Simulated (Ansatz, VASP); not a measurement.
## Two plane-wave programs on KBr

```xyz
2
Lattice="0.0000 3.0291 3.1608 3.0291 0.0000 3.1608 3.0291 3.0291 0.0000" Properties=species:S:1:pos:R:3 pbc="T T T"
K     0.0000    0.0000    0.0000
Br    3.0291    3.0291    3.1608
```

Change from the starting cell: strain -0.080 along x and y, -0.040 along z, atoms carried along.

Alike in both runs: task single point; functional PBE; k mesh 6 × 6 × 6; occupations gaussian, width 0.05 eV; no spin polarisation.

|  | VASP | Ansatz |
| --- | --- | --- |
| version | VASP 6.6.1 | Ansatz 0.2.0 |
| potentials or method | VASP PAW PBE potentials, release 64 (K_sv, Br), cutoff 520 eV | scalar-relativistic, plane waves, PAW |
| valence electrons in the cell | 16 | 16 |

VASP gave:

| Quantity | Value |
| --- | --- |
| gap on the k mesh at the Fermi level (eV) | 5.05 |
| least direct gap on the mesh (eV) | 5.05 |
| pressure (GPa) | 6.9 |
| traceless stress, the component that is largest in VASP (GPa) | -2.39 |

Problem. What did Ansatz give for the same quantities?

Solution. gap on the k mesh at the Fermi level (eV): 5.05; least direct gap on the mesh (eV): 5.05; pressure (GPa): 6.8; traceless stress, the component that is largest in VASP (GPa): -2.35.

The functional is the same, so the differences come from potentials, cutoffs and numerics.
